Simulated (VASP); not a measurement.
Runs of VASP 6.6.1 on Te2Mo. The structure is that of space group P-6m2 (No. 187), or close to it. The cells are those of the table. 

| task | cell | k mesh | cutoff (eV) | gap on the mesh (eV) | pressure (GPa) | largest force (eV/Å) |
| --- | --- | --- | --- | --- | --- | --- |
| single point | a = 3.449, b = 3.449, c = 7.636 Å, angles 90.0, 90.0, 120.0°, 3 atoms | 12 × 12 × 2 | 520 | 0.96 | (a) | 0.06 |
| relaxation of cell and atoms | relaxed to 12 GPa from a = 3.314, b = 3.314, c = 7.144 Å, angles 90.0, 90.0, 120.0°, 3 atoms | 12 × 12 × 4 | 600 | 0.30 | 12.0 | 0.01 |
| single point | a = 3.519, b = 3.519, c = 17.361 Å, angles 90.0, 90.0, 120.0°, 3 atoms | 12 × 12 × 2 | 520 | 1.11 | - | 0.06 |
| single point | a = 3.519, b = 3.519, c = 17.362 Å, angles 90.0, 90.0, 120.0°, 3 atoms | 12 × 12 × 2 | 520 | 1.11 | - | - |
| single point | a = 3.467, b = 3.467, c = 18.308 Å, angles 90.0, 90.0, 120.0°, 3 atoms | 12 × 12 × 2 | 500 | 1.24 | - | (b) |

Alike in all rows: level LDA; potentials or basis VASP PAW LDA potentials, release 64 (Te, Mo_sv); no spin polarisation; smearing gaussian 0.02 eV.

Question: Estimate the missing entries.

Answer: (a) 1.3; (b) 0.05.

Caveats: spin-orbit coupling is left out, which moves the levels of the heavy elements; the cell is relaxed towards a set pressure, so the enthalpy falls and the energy may rise (some runs).

A k mesh can miss the band edges, and the runs leave out spin-orbit coupling on Mo, Te.
